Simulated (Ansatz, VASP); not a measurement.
# One calculation of HgTe, two programs

File INCAR:

```
SYSTEM = HgTe
PREC = Accurate
ENCUT = 520
EDIFF = 1E-7
ISMEAR = 0
SIGMA = 0.15
LREAL = .False.
LASPH = .True.
NELM = 60
ALGO = Normal
ISIF = 2
LWAVE = .False.
LCHARG = .False.
GGA = PS
NBANDS = 16
```

KPOINTS

```
Automatic mesh
0
Gamma
  14 14 14
  0 0 0
```

File POSCAR:

```
HgTe
1.0
    0.0000000000      3.0623250000      3.0623250000
    3.0623250000      0.0000000000      3.0623250000
    3.0623250000      3.0623250000      0.0000000000
Hg Te
1 1
Direct
    0.0000000000      0.0000000000      0.0000000000
    0.7500000000      0.7500000000      0.7500000000
```

Input for Ansatz:

```yaml
crystal:
  lattice:
    - [0.0, 3.062325, 3.062325]
    - [3.062325, 0.0, 3.062325]
    - [3.062325, 3.062325, 0.0]
  atoms:
    - { symbol: Hg, position: [0.0, 0.0, 0.0] }
    - { symbol: Te, position: [0.75, 0.75, 0.75] }
basis:
  ecutwfc: 420
kpoints:
  mp_grid: { grid: [14, 14, 14] }
hamiltonian:
  xc: pbesol
scf:
  occupations: { method: gaussian, width: 0.15 }
output:
  forces: true
  stress: true
  eigenvalues: true
```

Change from the starting cell: strain -0.050 along x and y, -0.050 along z, atoms carried along.

Alike in both runs: task single point; functional PBEsol; k mesh 14 × 14 × 14; occupations gaussian, width 0.15 eV; no spin polarisation.

```csv
,VASP,Ansatz
version,VASP 6.6.1,Ansatz 0.2.0
potentials or method,"VASP PAW PBE potentials, release 64 (Hg, Te), cutoff 520 eV","scalar-relativistic, plane waves, PAW"
valence electrons in the cell,18,36
```

|  | VASP | Ansatz | Ansatz less VASP |
| --- | --- | --- | --- |
| gap on the k mesh at the Fermi level (eV) | none | none | - |
| pressure (GPa) | 12.6 | 12.3 | -0.28 |

VASP's potentials were made for PBE, not for PBEsol. A gap of «none» marks a metal or a gap that the smearing closes. VASP's potentials hold 18 valence electrons a cell and Ansatz's 36, so a difference there can come from the potentials and not from the codes.

Spin-orbit coupling is off throughout.
